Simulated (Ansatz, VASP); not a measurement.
## HgTe in VASP and in Ansatz

INCAR

```
PREC = Accurate ; ENCUT = 520
EDIFF = 1E-6 ; ISMEAR = 0
SIGMA = 0.05 ; LREAL = F
LASPH = T ; NELM = 60
ALGO = Normal ; ISIF = 2
LWAVE = F ; LCHARG = F
GGA = PE ; NBANDS = 16
```

The input KPOINTS:

```
Automatic mesh
0
Gamma
  10 10 10
```

The input POSCAR:

```
HgTe
1.0
    0.0000000000      3.3242171039      3.3242171039
    3.3242171039      0.0000000000      3.3242171039
    3.3242171039      3.3242171039      0.0000000000
Hg Te
1 1
Direct
    0.0000000000      0.0000000000      0.0000000000
    0.2500000000      0.2500000000      0.2500000000
```

Input for Ansatz:

```yaml
crystal:
  lattice:
    - [0.0, 3.3242171039, 3.3242171039]
    - [3.3242171039, 0.0, 3.3242171039]
    - [3.3242171039, 3.3242171039, 0.0]
  atoms:
    - { symbol: Hg, position: [0.0, 0.0, 0.0] }
    - { symbol: Te, position: [0.25, 0.25, 0.25] }
basis:
  ecutwfc: 420
  ecutrho_ratio: 4
kpoints:
  mp_grid: { grid: [10, 10, 10] }
hamiltonian:
  xc: pbe
scf:
  occupations: { method: gaussian, width: 0.05 }
output:
  forces: true
  stress: true
  eigenvalues: true
```

Alike in both runs: task single point; functional PBE; k mesh 10 × 10 × 10; occupations gaussian, width 0.05 eV; no spin polarisation.

|  | VASP | Ansatz |
| --- | --- | --- |
| version | VASP 6.6.1 | Ansatz 0.2.0 |
| potentials or method | VASP PAW PBE potentials, release 64 (Hg, Te), cutoff 520 eV | scalar-relativistic, plane waves, PAW |
| valence electrons in the cell | 18 | 36 |

```tsv
	VASP	Ansatz	Ansatz less VASP
gap on the k mesh at the Fermi level (eV)	none	none	-
pressure (GPa)	0.1	0.0	-0.05
```

A gap of «none» marks a metal or a gap that the smearing closes. VASP's potentials hold 18 valence electrons a cell and Ansatz's 36, so a difference there can come from the potentials and not from the codes.

Neither program's run includes spin-orbit coupling.
